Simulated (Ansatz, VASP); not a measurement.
**Rh: VASP beside Ansatz**

```
CELL_PARAMETERS angstrom
2.76556 0.00000 0.00000
-1.38278 2.39505 0.00000
0.00000 0.00000 9.01831
ATOMIC_POSITIONS crystal
Rh 0.00000 0.00000 0.00000
Rh 0.00000 0.00000 0.50000
Rh 0.33333 0.66667 0.25000
Rh 0.66667 0.33333 0.75000
```

Alike in both runs: task single point; functional RPBE; k mesh 15 × 15 × 4; occupations fermi-dirac, width 0.1 eV; no spin polarisation.

|  | VASP | Ansatz |
| --- | --- | --- |
| version | VASP 6.6.1 | Ansatz 0.2.0 |
| potentials or method | VASP PAW PBE potentials, release 64 (Rh_pv), cutoff 520 eV | plane waves (420 eV) with PAW, scalar-relativistic |
| valence electrons in the cell | 60 | 68 |

|  | VASP | Ansatz | Ansatz less VASP |
| --- | --- | --- | --- |
| pressure (GPa) | -8.2 | -8.3 | -0.13 |
| traceless stress, the component that is largest in VASP (GPa) | -0.07 | -0.08 | -0.006 |

VASP's potentials were made for PBE, not for RPBE. VASP's potentials hold 60 valence electrons a cell and Ansatz's 68, so a difference there can come from the potentials and not from the codes.
